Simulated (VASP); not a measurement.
## La: single point with LDA

Crystal: La.

```
La
1.0
     2.58081    0.00000    0.00000
     0.00000    2.58081    0.00000
     0.00000    0.00000    2.58081
La
1
Cartesian
  0.0000 0.0000 0.0000
```

```
Program             : VASP 6.6.1
Task                : single point
Functional          : LDA
Potentials or basis : VASP PAW LDA potentials, release 64 (La)
Cutoff              : 520 eV
k mesh              : 15 × 15 × 15
Occupations         : fermi-dirac, width 0.1 eV
Spin                : no spin polarisation
```

```json
{"Pressure": "91.8 GPa"}
```

Levels at points of the mesh, in eV from the Fermi level:
```tsv
k point	band 1	band 2	band 3	band 4	band 5	band 6	band 7	band 8	band 9	band 10
(0.00, 0.00, 0.00)	-34.98	-12.62	-12.62	-12.62	-2.83	-2.83	0.04	3.27	3.27	3.27
```

It took 13 s on 1 thread of AMD EPYC 9R45 96-Core Processor (Zen 5), with other jobs on the host, peak memory 0.12 GiB.

Caveat: spin-orbit coupling is left out, which moves the levels of the heavy elements.
